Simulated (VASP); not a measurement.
Runs of VASP 6.6.1 on TlRu3. The structure is that of space group Pm-3m (No. 221), or close to it. The cells are those of the table. 

| task | level | U | cell | k mesh | cutoff (eV) | gap on the mesh (eV) | pressure (GPa) | relaxed volume (Å³/atom) |
| --- | --- | --- | --- | --- | --- | --- | --- | --- |
| single point | PBE | - | a = 3.986 Å, 4 atoms | 4 × 4 × 4 | 520 | none | 0.0 | - |
| single point | PBE | - | a = 3.983 Å, 4 atoms | 12 × 12 × 12 | 520 | none | 0.0 | - |
| single point | PBE+U | Ru d U = 5.0 eV | a = 3.983 Å, 4 atoms | 12 × 12 × 12 | 520 | none | -1.6 | - |
| single point | PBE | - | a = 4.050 Å, 4 atoms | 4 × 4 × 4 | 520 | none | -8.9 | - |
| relaxation of cell and atoms | PBE | - | relaxed from a = 4.050 Å, 4 atoms | 4 × 4 × 4 | 600 | none | -0.3 | (a) |
| relaxation of cell and atoms | PBE | - | relaxed from a = 3.986 Å, 4 atoms | 12 × 12 × 12 | 600 | none | 0.0 | 15.80 |

Alike in all rows: potentials or basis VASP PAW PBE potentials, release 64 (Tl_d, Ru_pv); no spin polarisation; smearing gaussian 0.1 eV.

Task: Estimate the missing entries.

Result: (a) 15.86.

Caveats: some runs use coarse meshes; spin-orbit coupling is left out, which moves the levels of the heavy elements; U without spin polarisation on a metal has little footing (at least some runs); the U is typed as a test and isn't derived for this compound (at least some runs).

A k mesh can miss the band edges, and the runs leave out spin-orbit coupling on Ru, Tl.

A gap of «none» marks levels without a gap at the run's occupations.
